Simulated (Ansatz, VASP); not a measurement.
**One calculation of Sb, two programs**

POSCAR

```
Sb
1.0
    3.0336000000      0.0000000000      0.0000000000
    0.0000000000      3.0336000000      0.0000000000
    0.0000000000      0.0000000000      2.9072000000
Sb
1
Direct
    0.0000000000      0.0000000000      0.0000000000
```

INCAR.step1

```
SYSTEM = Sb
  PREC = Accurate
  ENCUT = 520
  ISMEAR = 0
  SIGMA = 0.15
  LREAL = .FALSE.
  LASPH = .TRUE.
  NELM = 100
  NBANDS = 8
  GGA = PE
  ALGO = Normal
  EDIFF = 1E-4
  LWAVE = .TRUE.
  LCHARG = .FALSE.
```

The input INCAR.step2:

```
SYSTEM = Sb
  PREC = Accurate
  ENCUT = 520
  EDIFF = 1E-6
  ISMEAR = 0
  SIGMA = 0.15
  LREAL = .FALSE.
  LASPH = .TRUE.
  NELM = 100
  ALGO = Normal
  ISIF = 2
  LWAVE = .FALSE.
  LCHARG = .FALSE.
  METAGGA = R2SCAN
  LMIXTAU = .TRUE.
  NBANDS = 8
  ISTART = 1
```

KPOINTS

```
Automatic mesh
0
G
  16 16 16
  0 0 0
```

Input for Ansatz:

```yaml
crystal:
  lattice:
    - [3.0336, 0.0, 0.0]
    - [0.0, 3.0336, 0.0]
    - [0.0, 0.0, 2.9072]
  atoms:
    - { symbol: Sb, position: [0.0, 0.0, 0.0] }
basis:
  ecutwfc: 500
kpoints:
  mp_grid: { grid: [16, 16, 16] }
hamiltonian:
  xc: r2scan
scf:
  occupations: { method: gaussian, width: 0.15 }
output:
  forces: true
  stress: true
  eigenvalues: true
```

Change from the starting cell: strain -0.040 along x and y, -0.080 along z, atoms carried along.

Alike in both runs: task single point; functional r2SCAN; k mesh 16 × 16 × 16; occupations gaussian, width 0.15 eV; no spin polarisation.

|  | VASP | Ansatz |
| --- | --- | --- |
| version | VASP 6.6.1 | Ansatz 0.2.0 |
| potentials or method | VASP PAW PBE potentials, release 64 (Sb), cutoff 520 eV | scalar-relativistic, plane waves, PAW |
| valence electrons in the cell | 5 | 15 |

|  | VASP | Ansatz | Ansatz less VASP |
| --- | --- | --- | --- |
| gap on the k mesh at the Fermi level (eV) | none | none | - |
| pressure (GPa) | 7.6 | 7.5 | -0.15 |
| traceless stress, the component that is largest in VASP (GPa) | 4.77 | 4.70 | -0.069 |

VASP's potentials were made for PBE, not for r2SCAN. A gap of «none» marks a metal or a gap that the smearing closes. With one functional, cell and mesh, what is left measures potentials, basis and numerics. VASP's potentials hold 5 valence electrons a cell and Ansatz's 15, so a difference there can come from the potentials and not from the codes.

Neither program's run includes spin-orbit coupling.
